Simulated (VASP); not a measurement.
# Co2Sn (P4_2/mmc) in VASP: a series of runs

Co2Sn is run at these levels: PBE; tasks: single point.

Everything below comes from runs of VASP 6.6.1. Logs are shortened: lines on timing, memory, paths and dates and some standing lists are left out, and cuts for length are marked.

### 1 The cell of the first run

It takes space group P4_2/mmc (No. 131, tetragonal). The conventional cell has a = 4.291 Å, b = 4.291 Å, c = 5.146 Å, α = 90.00°, β = 90.00°, γ = 90.00°. Within 2.8 Å of Co (site symmetry mmm) lie 2 Co at 2.15 Å and 2 Sn at 2.15 Å. Within 2.8 Å of Co (site symmetry mmm) lie 4 Co at 2.15 to 2.57 Å. Within 2.8 Å of Sn (site symmetry mmm) lie 2 Co at 2.15 Å and 2 Sn at 2.57 Å.

The cell was generated, and may not be a known phase.

### 2 Single point, PBE, collinear spin, ferromagnetic start

Contents of INCAR:

```
  PREC = Accurate
  ENCUT = 600
  EDIFF = 1E-6
  ISMEAR = 0
  SIGMA = 0.1
  LREAL = False
  LASPH = True
  NELM = 200
  ALGO = Normal
  ISIF = 2
  LWAVE = False
  LCHARG = True
  ISPIN = 2
  MAGMOM = 3 3 3 3 0 0
  LORBIT = 11
  LMAXMIX = 4
  GGA = PE
  LELF = True
  LVHAR = True
  NBANDS = 45
  GGA_COMPAT = False
```

Contents of KPOINTS:

```
regular mesh
0
Gamma
  4 4 4
```

Contents of POSCAR:

```
Co2Sn
1.0
    4.2913976200      0.0000000000      0.0000000000
    0.0000000000      4.2913976200      0.0000000000
    0.0000000000      0.0000000000      5.1461028900
Co Sn
4 2
Direct
    0.0000000000      0.5000000000      0.0000000000
    0.5000000000      0.0000000000      0.5000000000
    0.0000000000      0.0000000000      0.0000000000
    0.0000000000      0.0000000000      0.5000000000
    0.5000000000      0.5000000000      0.0000000000
    0.5000000000      0.5000000000      0.5000000000
```

Potentials or basis: VASP PAW PBE potentials, release 64 (Co, Sn_d).

Command:

```bash
$ cat potpaw_PBE.64/Co/POTCAR potpaw_PBE.64/Sn_d/POTCAR > POTCAR
$ mpirun -np 1 vasp_std > vasp.out
```

OUTCAR:

```text
PREC = Accurate
   ENCUT = 600
   EDIFF = 1E-6
   ISMEAR = 0
   LREAL = False
   LASPH = True
   NELM = 200
   ISIF = 2
   ISPIN = 2
   LORBIT = 11
   GGA = PE

 ion  position               nearest neighbor table
   1  0.000  0.500  0.000-   3 2.15   5 2.15   3 2.15   5 2.15   6 3.35   6 3.35   6 3.35   6 3.35

   2  0.500  0.000  0.500-   4 2.15   6 2.15   6 2.15   4 2.15   5 3.35   5 3.35   5 3.35   5 3.35

   3  0.000  0.000  0.000-   1 2.15   1 2.15   4 2.57   4 2.57   5 3.03   5 3.03   5 3.03   5 3.03

   4  0.000  0.000  0.500-   2 2.15   2 2.15   3 2.57   3 2.57   6 3.03   6 3.03   6 3.03   6 3.03

   5  0.500  0.500  0.000-   1 2.15   1 2.15   6 2.57   6 2.57   3 3.03   3 3.03   3 3.03   3 3.03
                             2 3.35   2 3.35   2 3.35   2 3.35
   6  0.500  0.500  0.500-   2 2.15   2 2.15   5 2.57   5 2.57   4 3.03   4 3.03   4 3.03   4 3.03
                             1 3.35   1 3.35   1 3.35   1 3.35

  LATTYP: Found a simple tetragonal cell.
 ALAT       =     4.2913976200
 C/A-ratio  =     1.1991671119

  Lattice vectors:

 A1 = (   4.2913976200,   0.0000000000,   0.0000000000)
 A2 = (   0.0000000000,   4.2913976200,   0.0000000000)
 A3 = (   0.0000000000,   0.0000000000,   5.1461028900)

Analysis of symmetry for initial positions (statically):
=====================================================================
 Subroutine PRICEL returns:
 Original cell was already a primitive cell.

 Routine SETGRP: Setting up the symmetry group for a
 simple tetragonal supercell.

 Subroutine GETGRP returns: Found 16 space group operations
 (whereof  8 operations were pure point group operations)
 out of a pool of 16 trial point group operations.

The static configuration has the point symmetry D_2h.
 The point group associated with its full space group is D_4h.

Analysis of symmetry for dynamics (positions and initial velocities):
=====================================================================
 Subroutine PRICEL returns:
 Original cell was already a primitive cell.

 Routine SETGRP: Setting up the symmetry group for a
 simple tetragonal supercell.

 Subroutine GETGRP returns: Found 16 space group operations
 (whereof  8 operations were pure point group operations)
 out of a pool of 16 trial point group operations.

The dynamic configuration has the point symmetry D_2h.
 The point group associated with its full space group is D_4h.

Analysis of structural, dynamic, and magnetic symmetry:
=====================================================================
 Subroutine PRICEL returns:
 Original cell was already a primitive cell.

 Routine SETGRP: Setting up the symmetry group for a
 simple tetragonal supercell.

 Subroutine GETGRP returns: Found 16 space group operations
 (whereof  8 operations were pure point group operations)
 out of a pool of 16 trial point group operations.

The overall configuration has the point symmetry D_2h.
 The point group associated with its full space group is D_4h.

 Subroutine INISYM returns: Found 16 space group operations
 (whereof  8 operations are pure point group operations),
 and found     1 'primitive' translations

----------------------------------------------------------------------------------------

                                     Primitive cell

  volume of cell :      94.7711

  direct lattice vectors                    reciprocal lattice vectors
     4.291397620  0.000000000  0.000000000     0.233024317  0.000000000  0.000000000
     0.000000000  4.291397620  0.000000000     0.000000000  0.233024317  0.000000000
     0.000000000  0.000000000  5.146102890     0.000000000  0.000000000  0.194321805

  length of vectors
     4.291397620  4.291397620  5.146102890     0.233024317  0.233024317  0.194321805

  position of ions in fractional coordinates (direct lattice)
     0.000000000  0.500000000  0.000000000
     0.500000000  0.000000000  0.500000000
     0.000000000  0.000000000  0.000000000
     0.000000000  0.000000000  0.500000000
     0.500000000  0.500000000  0.000000000
     0.500000000  0.500000000  0.500000000

  ion indices of the primitive-cell ions
[... 52 lines left out ...]
  0.500000  0.250000  0.500000      4.000000
  0.500000  0.500000  0.500000      1.000000
   k-points           NKPTS =     18   k-points in BZ     NKDIM =     18   number of bands    NBANDS=     45
   number of dos      NEDOS =    301   number of ions     NIONS =      6
   total plane-waves  NPLWV =  54432
   dimension x,y,z NGX =    36 NGY =   36 NGZ =   42
   dimension x,y,z NGXF=    72 NGYF=   72 NGZF=   84
   ions per type =               4   2
   NGX,Y,Z   is equivalent  to a cutoff of  13.95, 13.95, 13.57 a.u.
   NGXF,Y,Z  is equivalent  to a cutoff of  27.89, 27.89, 27.14 a.u.
 SYSTEM =  unknown system
   PREC   = accura    normal or accurate (medium, high low for compatibility)
   ISTART =      0    job   : 0-new  1-cont  2-samecut
   ICHARG =      2    charge: 1-file 2-atom 10-const
   ISPIN  =      2    spin polarized calculation?
   LNONCOLLINEAR =      F non collinear calculations
   LSORBIT =      F    spin-orbit coupling
   LASPH  =      T    aspherical Exc in radial PAW
   ENCUT  =  600.0 eV  44.10 Ry    6.64 a.u.   8.57  8.57 10.28*2*pi/ulx,y,z
   NELM   =    200;   NELMIN=  2; NELMDL= -5     # of ELM steps
   EDIFF  = 0.1E-05   stopping-criterion for ELM
   LREAL  =      F    real-space projection
   EDIFFG = 0.1E-04   stopping-criterion for IOM
   NSW    =      0    number of steps for IOM
   IBRION =     -1    ionic relax: 0-MD 1-quasi-New 2-CG
   NFREE  =      0    steps in history (QN), initial steepest desc. (CG)
   ISIF   =      2    stress and relaxation
   ISYM   =      2    0-nonsym 1-usesym 2-fastsym
   POTIM  = 0.5000    time-step for ionic-motion
   TEBEG  =    0.0;   TEEND  =   0.0 temperature during run
   PSTRESS=    0.0 pullay stress
   NELECT =      64.0000    total number of electrons
   NUPDOWN=      -1.0000    fix difference up-down
   EMIN   =  10.00;   EMAX   =-10.00  energy-range for DOS
   EFERMI =   0.00;   METHOD = LEGACY
   ISMEAR =     0;   SIGMA  =   0.10  broadening in eV -4-tet -1-fermi 0-gaus
   EFERMI_NEDOS =   21; number of points for ismear=-14 and -15
   IALGO  =     38    algorithm
   IMIX   =      4    mixing-type and parameters
     AMIX     =   0.40;   BMIX     =  1.00
     AMIX_MAG =   1.60;   BMIX_MAG =  1.00
  volume/ion in A,a.u.               =      15.80       106.59
  Fermi-wavevector in a.u.,A,eV,Ry     =   1.436292  2.714199 28.067942  2.062936
  Thomas-Fermi vector in A             =   2.555497
   LORBIT       =     11    0 simple, 1 ext, 2 COOP (PROOUT), +10 PAW based schemes
   GGA     = PE    functional components
   LHFCALC =     F    Hartree Fock is set to
   AEXX    =    0.0000 exact exchange contribution
   IVDW    =     0    specifies the selected vdW correction
   LEPSILON=     F    determine dielectric tensor
   LRPA    =     F    only Hartree local field effects (RPA)
 spin polarized calculation
 Gauss-broadening in eV      SIGMA  =   0.10
  energy-cutoff  :      600.00
  volume of cell :       94.77
 maximum number of plane-waves:      3188
 NGX is ok and might be reduce to    36
   NGX = 17   NGY = 17   NGZ = 21

 number of electron      64.0000000 magnetization      12.0000000

 number of electron      64.0000006 magnetization       5.7857454

 Free energy of the ion-electron system (eV)
  ---------------------------------------------------
  ext. energy  EPLUGINS =         0.00000000
  ---------------------------------------------------
  free energy    TOTEN  =       -26.58752353 eV

  energy without entropy =      -26.54768806  energy(sigma->0) =      -26.56760579

 E-fermi :   9.3418     XC(G=0): -11.7619

 val. band max:        9.3284354187   @ k =   0.2500   0.2500   0.0000
 cond. band min:       9.3472541691   @ k =   0.5000   0.2500   0.2500
 fundamental gap:      0.0188187504
 Fermi energy:         9.3418013542

 spin component 1

 k-point     1 :       0.0000    0.0000    0.0000
  band No.  band energies     occupation
      1     -13.3228      1.00000
      2     -12.6892      1.00000
      3     -12.6892      1.00000
      4     -12.5746      1.00000
      5     -12.4571      1.00000
      6     -12.3460      1.00000
[... 835 lines left out ...]
     43      20.1571      0.00000
     44      20.1571      0.00000
 Fermi energy:         9.3418013542

 spin component 2

 k-point     1 :       0.0000    0.0000    0.0000
  band No.  band energies     occupation
      1     -13.3162      1.00000
      2     -12.6935      1.00000
      3     -12.6935      1.00000
      4     -12.5796      1.00000
      5     -12.4616      1.00000
      6     -12.3577      1.00000
[... 835 lines left out ...]
     43      20.3526      0.00000
     44      20.3526      0.00000
 [bands above 44 left out]

------------------------ aborting loop because EDIFF is reached ----------------------------------------

  FORCE on cell =-STRESS in cart. coord.  units (eV):
  Direction    XX          YY          ZZ          XY          YZ          ZX
  --------------------------------------------------------------------------------------
  -------------------------------------------------------------------------------------
  Total       26.8821633     26.8821633     10.1761648      0.0000000      0.0000000      0.0000000
  in kB      454.4633033    454.4633033    172.0357632      0.0000000      0.0000000      0.0000000
  external PRESSURE =     360.3207899 kB  Pullay stress =       0.0000000 kB

 VOLUME and BASIS-vectors are now :
 -----------------------------------------------------------------------------
  energy-cutoff  :      600.00
  volume of cell :       94.77
      direct lattice vectors                 reciprocal lattice vectors
     4.291397620  0.000000000  0.000000000     0.233024317  0.000000000  0.000000000
     0.000000000  4.291397620  0.000000000     0.000000000  0.233024317  0.000000000
     0.000000000  0.000000000  5.146102890     0.000000000  0.000000000  0.194321805

 POSITION                                       TOTAL-FORCE (eV/Angst)
 -----------------------------------------------------------------------------------
      0.00000      2.14570      0.00000         0.000000      0.000000      0.000000
      2.14570      0.00000      2.57305         0.000000      0.000000      0.000000
      0.00000      0.00000      0.00000         0.000000      0.000000      0.000000
      0.00000      0.00000      2.57305         0.000000      0.000000      0.000000
      2.14570      2.14570      0.00000         0.000000      0.000000      0.000000
      2.14570      2.14570      2.57305         0.000000      0.000000      0.000000
 -----------------------------------------------------------------------------------
    total drift:                                0.000000      0.000000      0.000000

  FREE ENERGIE OF THE ION-ELECTRON SYSTEM (eV)
  ---------------------------------------------------
  free  energy   TOTEN  =       -26.5875235267 eV

  energy  without entropy=      -26.5476880573  energy(sigma->0) =      -26.56760579

 total charge

# of ion       s       p       d       tot
------------------------------------------
    1        0.570   0.535   7.630   8.735
    2        0.570   0.535   7.630   8.735
    3        0.473   0.356   7.275   8.104
    4        0.473   0.356   7.275   8.104
    5        1.264   1.413  10.125  12.802
    6        1.264   1.413  10.125  12.802
--------------------------------------------------
tot          4.614   4.608  50.060  59.283

 magnetization (x)

# of ion       s       p       d       tot
------------------------------------------
    1        0.009  -0.006   1.107   1.110
    2        0.009  -0.006   1.107   1.110
    3        0.013   0.005   1.819   1.837
    4        0.013   0.005   1.819   1.837
    5        0.000  -0.024  -0.008  -0.032
    6        0.000  -0.024  -0.008  -0.032
--------------------------------------------------
tot          0.044  -0.050   5.835   5.829
```

Wall time 3.9 min (1 thread of Intel Xeon Platinum 8488C (Sapphire Rapids), shared host); peak memory 0.34 GiB.

What came out:

| Property | Result |
| --- | --- |
| Free energy | -26.5875 eV |
| Pressure | 36.0 GPa |
| Net moment | 5.79 μB per cell |
| Site moments | Co +1.11, +1.84 (each value once); Sn -0.03 μB |
| Valence electrons inside the program's atomic spheres | Co 8.73, 8.10 (each value once); Sn 12.80 |

Levels at points of the mesh, in eV from the Fermi level:
Spin up:
```csv
k point,band 33,band 34,band 35,band 36,band 37,band 38
"(0.00, 0.00, 0.00)",-0.76,-0.76,0.38,1.85,2.14,2.14
"(0.50, 0.00, 0.00)",-0.81,-0.76,0.22,1.04,1.31,2.53
"(0.50, 0.50, 0.00)",-1.82,-1.54,-1.44,0.11,2.04,2.04
"(0.00, 0.00, 0.50)",-0.61,-0.61,0.25,0.25,1.55,1.55
"(0.50, 0.00, 0.50)",-0.86,-0.77,0.83,2.95,3.27,3.38
"(0.50, 0.50, 0.50)",-1.20,-1.20,-0.71,-0.71,-0.40,-0.40
```
Spin down:
```csv
k point,band 27,band 28,band 29,band 30,band 31,band 32,band 33,band 34
"(0.00, 0.00, 0.00)",0.17,0.17,0.20,0.25,0.92,0.94,1.12,1.12
"(0.50, 0.00, 0.00)",-0.36,-0.32,-0.16,0.08,0.35,0.36,0.89,1.11
"(0.50, 0.50, 0.00)",-0.80,-0.80,-0.62,-0.46,-0.35,-0.31,0.30,0.30
"(0.00, 0.00, 0.50)",-0.20,-0.20,-0.18,-0.18,0.74,0.74,0.93,0.93
"(0.50, 0.00, 0.50)",-0.76,-0.55,-0.52,-0.32,0.20,0.46,0.89,1.09
"(0.50, 0.50, 0.50)",-0.95,-0.95,-0.63,-0.63,-0.20,-0.20,0.39,0.39
```

Caveat: the k points lie up to 0.37 Å⁻¹ apart; spin-orbit coupling is left out, which moves the levels of the heavy elements.

### 3 Single point, PBE, collinear spin, ferromagnetic start

This run uses another cell than the first one, of 20.44 Å³/atom.

Contents of INCAR:

```
ALGO = Normal
EDIFF = 1E-6
ENCUT = 600
GGA = PE
GGA_COMPAT = False
ISIF = 2
ISMEAR = 0
ISPIN = 2
LASPH = True
LCHARG = True
LELF = True
LMAXMIX = 4
LORBIT = 11
LREAL = False
LVHAR = True
LWAVE = False
MAGMOM = 3 3 3 3 0 0
NBANDS = 45
NELM = 200
PREC = Accurate
SIGMA = 0.1
```

Contents of KPOINTS:

```
k-points
0
Gamma
  4 4 4
```

Edit POSCAR of step 2 so:

```diff
@@ -2,5 +2,5 @@
 1.0
-    4.2913976200      0.0000000000      0.0000000000
-    0.0000000000      4.2913976200      0.0000000000
-    0.0000000000      0.0000000000      5.1461028900
+    4.7319444963      0.0000000000      0.0000000000
+    0.0000000000      4.7319444963      0.0000000000
+    0.0000000000      0.0000000000      5.4769501808
 Co Sn
```

Potentials or basis: VASP PAW PBE potentials, release 64 (Co, Sn_d).

Command:

```bash
$ cat potpaw_PBE.64/Co/POTCAR potpaw_PBE.64/Sn_d/POTCAR > POTCAR
$ mpirun -np 1 vasp_std > vasp.out
```

It took 6.3 min on 1 thread of Intel Xeon Platinum 8488C (Sapphire Rapids), shared host; peak memory 0.42 GiB.

The run converged. Its results:

| Property | Result |
| --- | --- |
| Free energy | -29.1878 eV |
| Pressure | 0.0 GPa |
| Net moment | 6.47 μB per cell |
| Site moments | Co +1.32, +2.02 (each value once); Sn -0.03 μB |
| Valence electrons inside the program's atomic spheres | Co 8.20, 7.81 (each value once); Sn 12.43 |

Levels at points of the mesh, in eV from the Fermi level:
Spin up:
| k point | band 33 | band 34 | band 35 | band 36 | band 37 | band 38 |
| --- | --- | --- | --- | --- | --- | --- |
| (0.00, 0.00, 0.00) | -1.17 | -1.13 | -0.26 | 0.51 | 1.73 | 1.73 |
| (0.50, 0.00, 0.00) | -1.05 | -0.91 | -0.29 | 0.78 | 1.16 | 1.65 |
| (0.50, 0.50, 0.00) | -1.58 | -1.58 | -1.58 | -0.28 | 1.65 | 1.65 |
| (0.00, 0.00, 0.50) | -0.73 | -0.73 | 0.19 | 0.19 | 0.54 | 0.54 |
| (0.50, 0.00, 0.50) | -1.23 | -1.12 | 0.15 | 2.04 | 2.15 | 2.72 |
| (0.50, 0.50, 0.50) | -1.32 | -1.32 | -0.96 | -0.96 | -0.32 | -0.32 |
Spin down:
| k point | band 27 | band 28 | band 29 | band 30 | band 31 | band 32 |
| --- | --- | --- | --- | --- | --- | --- |
| (0.00, 0.00, 0.00) | 0.11 | 0.16 | 0.29 | 0.29 | 0.76 | 0.79 |
| (0.50, 0.00, 0.00) | -0.38 | -0.27 | -0.05 | 0.23 | 0.25 | 0.40 |
| (0.50, 0.50, 0.00) | -0.60 | -0.39 | -0.39 | -0.38 | -0.11 | -0.09 |
| (0.00, 0.00, 0.50) | -0.14 | -0.14 | -0.04 | -0.04 | 0.68 | 0.68 |
| (0.50, 0.00, 0.50) | -0.52 | -0.41 | -0.22 | -0.12 | 0.25 | 0.34 |
| (0.50, 0.50, 0.50) | -0.58 | -0.58 | -0.54 | -0.54 | -0.01 | -0.01 |

Caveat: spin-orbit coupling is left out, which moves the levels of the heavy elements.

[end of part 1 of 2]
